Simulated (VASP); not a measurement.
# Ga (Cmce) in VASP: further runs, part 2 of 2

VASP 6.6.1. The steps go on from the part before.

**4. Single point, LDA**

INCAR reads:

```
SYSTEM = Ga
ALGO     = Normal         ! electronic algorithm
EDIFF    = 1E-6           ! SCF threshold, eV
ENCUT    = 520            ! plane-wave cutoff, eV
GGA      = CA             ! functional
ISIF     = 2              ! what is computed and relaxed
ISMEAR   = -1             ! smearing method
LASPH    = .TRUE.         ! aspherical terms in the spheres
LCHARG   = .TRUE.         ! write CHGCAR
LELF     = .TRUE.         ! ELF
LREAL    = .FALSE.        ! projectors in reciprocal space
LVHAR    = .TRUE.       
LWAVE    = .FALSE.        ! write WAVECAR
NBANDS   = 34             ! bands
NELM     = 100            ! most SCF steps
PREC     = Accurate       ! precision mode
SIGMA    = 0.1            ! smearing width, eV
```

KPOINTS reads:

```
k-points
0
G
  4 4 4
  0 0 0
```

POSCAR reads:

```
Ga
1.0
    2.2178908173     -3.7419137528      0.0000000000
    2.2178908173      3.7419137528      0.0000000000
    0.0000000000      0.0000000000      4.4249628129
Ga
4
Direct
    0.8443628362      0.1556371638      0.0859373133
    0.6556371638      0.3443628362      0.5859373133
    0.1556371638      0.8443628362      0.9140626867
    0.3443628362      0.6556371638      0.4140626867
```

Potentials or basis: VASP PAW LDA potentials, release 64 (Ga_d).

On the command line:

```console
$ cat potpaw_LDA.64/Ga_d/POTCAR > POTCAR
$ mpirun -np 1 vasp_std > vasp.out
```

OUTCAR:

```text
SYSTEM = Ga
   EDIFF = 1E-6
   ENCUT = 520
   GGA = CA
   ISIF = 2
   ISMEAR = -1
   LASPH = .TRUE.
   LREAL = .FALSE.
   NELM = 100
   PREC = Accurate

 ion  position               nearest neighbor table
   1  0.844  0.156  0.086-   3 2.45   2 2.62   2 2.62   4 2.65   4 2.65   3 2.74   3 2.74
   2  0.656  0.344  0.586-   4 2.45   1 2.62   1 2.62   3 2.65   3 2.65   4 2.74   4 2.74
   3  0.156  0.844  0.914-   1 2.45   4 2.62   4 2.62   2 2.65   2 2.65   1 2.74   1 2.74
   4  0.344  0.656  0.414-   2 2.45   3 2.62   3 2.62   1 2.65   1 2.65   2 2.74   2 2.74

  LATTYP: Found a base centered orthorhombic cell.
 ALAT       =     4.4357816346
 B/A-ratio  =     1.6871496665
 C/A-ratio  =     0.9975610112

  Lattice vectors:

 A1 = (   2.2178908173,  -3.7419137528,   0.0000000000)
 A2 = (   2.2178908173,   3.7419137528,   0.0000000000)
 A3 = (   0.0000000000,   0.0000000000,   4.4249628129)

Analysis of symmetry for initial positions (statically):
=====================================================================
 Subroutine PRICEL returns:
 Original cell was already a primitive cell.

 Routine SETGRP: Setting up the symmetry group for a
 base centered orthorhombic supercell.

 Subroutine GETGRP returns: Found  8 space group operations
 (whereof  4 operations were pure point group operations)
 out of a pool of  8 trial point group operations.

The static configuration has the point symmetry C_2h.
 The point group associated with its full space group is D_2h.

Analysis of symmetry for dynamics (positions and initial velocities):
=====================================================================
 Subroutine PRICEL returns:
 Original cell was already a primitive cell.

 Routine SETGRP: Setting up the symmetry group for a
 base centered orthorhombic supercell.

 Subroutine GETGRP returns: Found  8 space group operations
 (whereof  4 operations were pure point group operations)
 out of a pool of  8 trial point group operations.

The dynamic configuration has the point symmetry C_2h.
 The point group associated with its full space group is D_2h.

 Subroutine INISYM returns: Found  8 space group operations
 (whereof  4 operations are pure point group operations),
 and found     1 'primitive' translations

----------------------------------------------------------------------------------------

                                     Primitive cell

  volume of cell :      73.4469

  direct lattice vectors                    reciprocal lattice vectors
     2.217890817 -3.741913753  0.000000000     0.225439411 -0.133621466  0.000000000
     2.217890817  3.741913753  0.000000000     0.225439411  0.133621466  0.000000000
     0.000000000  0.000000000  4.424962813     0.000000000  0.000000000  0.225990600

  length of vectors
     4.349822779  4.349822779  4.424962813     0.262064160  0.262064160  0.225990600

  position of ions in fractional coordinates (direct lattice)
     0.844362836  0.155637164  0.085937313
     0.655637164  0.344362836  0.585937313
     0.155637164  0.844362836  0.914062687
     0.344362836  0.655637164  0.414062687

  ion indices of the primitive-cell ions
   primitive index   ion index
                 1           1
                 2           2
                 3           3
                 4           4
[... 21 lines left out ...]

 Subroutine IBZKPT returns following result:
 ===========================================

 Found     21 irreducible k-points:

 Following reciprocal coordinates:
            Coordinates               Weight
  0.000000  0.000000  0.000000      1.000000
  0.250000  0.000000  0.000000      4.000000
  0.500000  0.000000  0.000000      2.000000
  0.250000  0.250000  0.000000      2.000000
  0.500000  0.250000  0.000000      4.000000
 -0.250000  0.250000  0.000000      2.000000
[... 13 lines left out ...]
 -0.250000  0.250000  0.500000      2.000000
  0.500000  0.500000  0.500000      1.000000
   k-points           NKPTS =     21   k-points in BZ     NKDIM =     21   number of bands    NBANDS=     34
   number of dos      NEDOS =    301   number of ions     NIONS =      4
   total plane-waves  NPLWV =  36864
   dimension x,y,z NGX =    32 NGY =   32 NGZ =   36
   dimension x,y,z NGXF=    64 NGYF=   64 NGZF=   72
   ions per type =               4
   NGX,Y,Z   is equivalent  to a cutoff of  12.23, 12.23, 13.53 a.u.
   NGXF,Y,Z  is equivalent  to a cutoff of  24.46, 24.46, 27.05 a.u.
 SYSTEM =  Ga
   PREC   = accura    normal or accurate (medium, high low for compatibility)
   ISTART =      0    job   : 0-new  1-cont  2-samecut
   ICHARG =      2    charge: 1-file 2-atom 10-const
   ISPIN  =      1    spin polarized calculation?
   LNONCOLLINEAR =      F non collinear calculations
   LSORBIT =      F    spin-orbit coupling
   LASPH  =      T    aspherical Exc in radial PAW
   ENCUT  =  520.0 eV  38.22 Ry    6.18 a.u.   8.09  8.09  8.23*2*pi/ulx,y,z
   NELM   =    100;   NELMIN=  2; NELMDL= -5     # of ELM steps
   EDIFF  = 0.1E-05   stopping-criterion for ELM
   LREAL  =      F    real-space projection
   EDIFFG = 0.1E-04   stopping-criterion for IOM
   NSW    =      0    number of steps for IOM
   IBRION =     -1    ionic relax: 0-MD 1-quasi-New 2-CG
   NFREE  =      0    steps in history (QN), initial steepest desc. (CG)
   ISIF   =      2    stress and relaxation
   ISYM   =      2    0-nonsym 1-usesym 2-fastsym
   POTIM  = 0.5000    time-step for ionic-motion
   TEBEG  =    0.0;   TEEND  =   0.0 temperature during run
   PSTRESS=    0.0 pullay stress
   NELECT =      52.0000    total number of electrons
   NUPDOWN=      -1.0000    fix difference up-down
   EMIN   =  10.00;   EMAX   =-10.00  energy-range for DOS
   EFERMI =   0.00;   METHOD = LEGACY
   ISMEAR =    -1;   SIGMA  =   0.10  broadening in eV -4-tet -1-fermi 0-gaus
   EFERMI_NEDOS =   21; number of points for ismear=-14 and -15
   IALGO  =     38    algorithm
   IMIX   =      4    mixing-type and parameters
     AMIX     =   0.40;   BMIX     =  1.00
     AMIX_MAG =   1.60;   BMIX_MAG =  1.00
  volume/ion in A,a.u.               =      18.36       123.91
  Fermi-wavevector in a.u.,A,eV,Ry     =   1.459099  2.757297 28.966394  2.128970
  Thomas-Fermi vector in A             =   2.575706
   LORBIT       =      0    0 simple, 1 ext, 2 COOP (PROOUT), +10 PAW based schemes
   GGA     = CA    functional components
   LHFCALC =     F    Hartree Fock is set to
   AEXX    =    0.0000 exact exchange contribution
   IVDW    =     0    specifies the selected vdW correction
   LEPSILON=     F    determine dielectric tensor
   LRPA    =     F    only Hartree local field effects (RPA)
 non-spin polarized calculation
  energy-cutoff  :      520.00
  volume of cell :       73.45
 maximum number of plane-waves:      2008
   NGX = 17   NGY = 17   NGZ = 17

 number of electron      52.0000021 magnetization

 Free energy of the ion-electron system (eV)
  ---------------------------------------------------
  ext. energy  EPLUGINS =         0.00000000
  ---------------------------------------------------
  free energy    TOTEN  =       -14.54014784 eV

  energy without entropy =      -14.50783715  energy(sigma->0) =      -14.52399249

 E-fermi :   5.3899     XC(G=0): -11.3011

 val. band max:        5.3537848084   @ k =   0.0000   0.0000   0.5000
 cond. band min:       5.4245049526   @ k =   0.0000   0.0000   0.5000
 fundamental gap:      0.0707201442
 Fermi energy:         5.3899456737

 k-point     1 :       0.0000    0.0000    0.0000
  band No.  band energies     occupation
      1      -9.9827      2.00000
      2      -9.9767      2.00000
      3      -9.9465      2.00000
      4      -9.9275      2.00000
      5      -9.8936      2.00000
      6      -9.8675      2.00000
[... 766 lines left out ...]
     33      14.6148      0.00000
     34      14.6148      0.00000

------------------------ aborting loop because EDIFF is reached ----------------------------------------

  FORCE on cell =-STRESS in cart. coord.  units (eV):
  Direction    XX          YY          ZZ          XY          YZ          ZX
  --------------------------------------------------------------------------------------
  -------------------------------------------------------------------------------------
  Total        0.7240352      0.0395374     -0.6385754      0.0000000      0.0000000      0.0000000
  in kB       15.7941671      0.8624713    -13.9299377      0.0000000      0.0000000      0.0000000
  external PRESSURE =       0.9089002 kB  Pullay stress =       0.0000000 kB

 VOLUME and BASIS-vectors are now :
 -----------------------------------------------------------------------------
  energy-cutoff  :      520.00
  volume of cell :       73.45
      direct lattice vectors                 reciprocal lattice vectors
     2.217890817 -3.741913753  0.000000000     0.225439411 -0.133621466  0.000000000
     2.217890817  3.741913753  0.000000000     0.225439411  0.133621466  0.000000000
     0.000000000  0.000000000  4.424962813     0.000000000  0.000000000  0.225990600

 POSITION                                       TOTAL-FORCE (eV/Angst)
 -----------------------------------------------------------------------------------
      2.21789     -2.57715      0.38027         0.000000      0.167832      0.026999
      2.21789     -1.16476      2.59275         0.000000     -0.167832      0.026999
      2.21789      2.57715      4.04469         0.000000     -0.167832     -0.026999
      2.21789      1.16476      1.83221         0.000000      0.167832     -0.026999
 -----------------------------------------------------------------------------------
    total drift:                                0.000000      0.000000      0.000000

  FREE ENERGIE OF THE ION-ELECTRON SYSTEM (eV)
  ---------------------------------------------------
  free  energy   TOTEN  =       -14.5401478392 eV

  energy  without entropy=      -14.5078371478  energy(sigma->0) =      -14.52399249
```

Run time: 36 s. Hardware: 1 thread of Intel Xeon Platinum 8259CL at 2.50GHz (Skylake/Cascade Lake), shared host; peak memory 0.17 GiB.

Results:

```
Free energy            : -14.5401 eV
Pressure               : 0.1 GPa
Largest force          : 0.170 eV/Å
Band gap on the k mesh : zero (band 26 reaches 5.56 eV, above the bottom of band 27 at 4.35 eV)
```

Forces in eV/Å, atoms in the order of the input:
```
Ga   0.000  0.168  0.027
Ga   0.000 -0.168  0.027
Ga   0.000 -0.168 -0.027
Ga   0.000  0.168 -0.027
```

Stress tensor (GPa, compression positive):
```
 1.58  0.00  0.00
 0.00  0.09  0.00
 0.00  0.00 -1.39
```

Levels at points of the mesh, in eV from the Fermi level:
```csv
k point,band 24,band 25,band 26,band 27,band 28,band 29
"(0.00, 0.00, 0.00)",-1.89,-1.73,-0.82,0.85,0.96,1.08
"(0.50, 0.00, 0.00)",-3.55,-1.49,-1.49,0.80,0.80,4.32
"(0.50, 0.50, 0.00)",-3.55,-1.70,-1.61,1.08,1.17,3.52
"(0.00, 0.00, 0.50)",-0.09,-0.04,-0.04,0.03,0.03,2.13
"(0.50, 0.00, 0.50)",-6.54,-1.65,-1.65,0.53,0.53,7.47
"(0.50, 0.50, 0.50)",-5.59,-1.43,-1.43,-1.04,-1.04,7.02
```

Caveat: the k points lie up to 0.41 Å⁻¹ apart.
